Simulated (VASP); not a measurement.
Input of a VASP 6.6.1 run:

File INCAR:

```
SYSTEM = Ga2Sb2CO
PREC = Accurate
ENCUT = 520
EDIFF = 1E-6
ISMEAR = 0
SIGMA = 0.1
LREAL = .False.
LASPH = .True.
NELM = 100
ALGO = Normal
ISIF = 2
LWAVE = .False.
LCHARG = .True.
LDIPOL = .True.
IDIPOL = 3
DIPOL = 0.5 0.5 0.348
GGA = PE
IVDW = 12
LELF = .True.
LVHAR = .True.
LVACPOTAV = .True.
NBANDS = 32
```

KPOINTS

```
regular mesh
0
Gamma
  6 6 1
  0 0 0
```

The input POSCAR:

```
Ga2Sb2CO
1.0
    4.3343814647      0.0000000000      0.0000000000
   -2.1671907324      3.7536844581      0.0000000000
    0.0000000000      0.0000000000     23.6197422994
Sb Ga O C
2 2 1 1
Direct
    0.0000000000      0.0000000000      0.1693498578
    0.3333333333      0.6666666667      0.3259656336
    0.3333333333      0.6666666667      0.2068080104
    0.6666666667      0.3333333333      0.3585874135
    1.3333333333      0.6666666667      0.4898335533
    1.3333333333      0.6666666667      0.5385216375
```

Potentials or basis: VASP PAW PBE potentials, release 64 (Sb, Ga_d, O, C).

Command:

```bash
$ cat potpaw_PBE.64/Sb/POTCAR potpaw_PBE.64/Ga_d/POTCAR potpaw_PBE.64/O/POTCAR potpaw_PBE.64/C/POTCAR > POTCAR
$ mpirun -np 1 vasp_std > vasp.out
```

Question: What does it give for the dispersion energy per atom?

Answer: -0.167 eV.

Question: Estimate the largest force.

Answer: 0.706 eV/Å.

Forces in eV/Å, atoms in the order of the input:
```
Sb   0.000  0.000  0.151
Sb   0.000  0.000 -0.081
Ga   0.000  0.000 -0.113
Ga   0.000  0.000  0.004
O    0.000  0.000  0.706
C    0.000  0.000 -0.667
```
